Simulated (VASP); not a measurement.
Wanted: the native input for a VASP 6.6.1 run.

| Quantity | Value |
| --- | --- |
| Task | relaxation of cell and atoms |
| Functional | PBE |
| Potentials or basis | VASP PAW PBE potentials, release 64 (Ag_sv_GW, B) |
| Cutoff | 630 eV |
| k mesh | 6 × 6 × 4 |
| Occupations | gaussian, width 0.1 eV |
| Spin | no spin polarisation |
| Dipole correction | no |
| Further INCAR settings | ALGO = Normal; EDIFF = 1e-07; IBRION = 2; EDIFFG = -0.04; NSW = 90; ISIF = 3 |

The structure of AgB lies in POSCAR:

```
AgB
1.0
    2.6444087700      0.0000000000      0.0000000000
   -1.3222043800      2.2901251700      0.0000000000
    0.0000000000      0.0000000000      4.0795123300
Ag B
1 1
Direct
    0.3333333300      0.6666666700      0.5000000000
    0.0000000000      0.0000000000      0.0000000000
```

The cell was generated, and may not be a known phase.

The input as run:

INCAR

```
PREC = Accurate
ENCUT = 630
EDIFF = 1E-7
ISMEAR = 0
SIGMA = 0.1
LREAL = F
LASPH = T
NELM = 120
ALGO = Normal
ISIF = 3
LWAVE = F
LCHARG = F
GGA = PE
IBRION = 2
NSW = 90
EDIFFG = -0.04
GGA_COMPAT = F
NELMIN = 4
```

KPOINTS

```
Automatic mesh
0
Gamma
  6 6 4
```

Potentials or basis: VASP PAW PBE potentials, release 64 (Ag_sv_GW, B).

The run is started by

```console
$ cat potpaw_PBE.64/Ag_sv_GW/POTCAR potpaw_PBE.64/B/POTCAR > POTCAR
$ mpirun -np 1 vasp_std > vasp.out
```

Results of the run:

* Relaxed volume: 12.38 Å³/atom
* Relaxed cell: a = 2.858 Å, b = 2.858 Å, c = 3.500 Å, α = 90.00°, β = 90.00°, γ = 120.00°
* Space group after relaxing (to 0.1 Å): P-6m2 (No. 187)
* Energy gained by relaxing: 190.7 meV/atom
* Ionic steps: 7
* Pressure after relaxing: 0.1 GPa
* Band gap on the k mesh: zero (bands 11 and 12 overlap by 2.54 eV)

Caveat: the k points lie up to 0.45 Å⁻¹ apart in the final cell, too coarse for converged energies and pressures of a metal.

Wall time 39 s on 1 thread of Intel(R) Xeon(R) 6975P-C (Granite Rapids), on a shared host, peak memory 0.17 GiB.
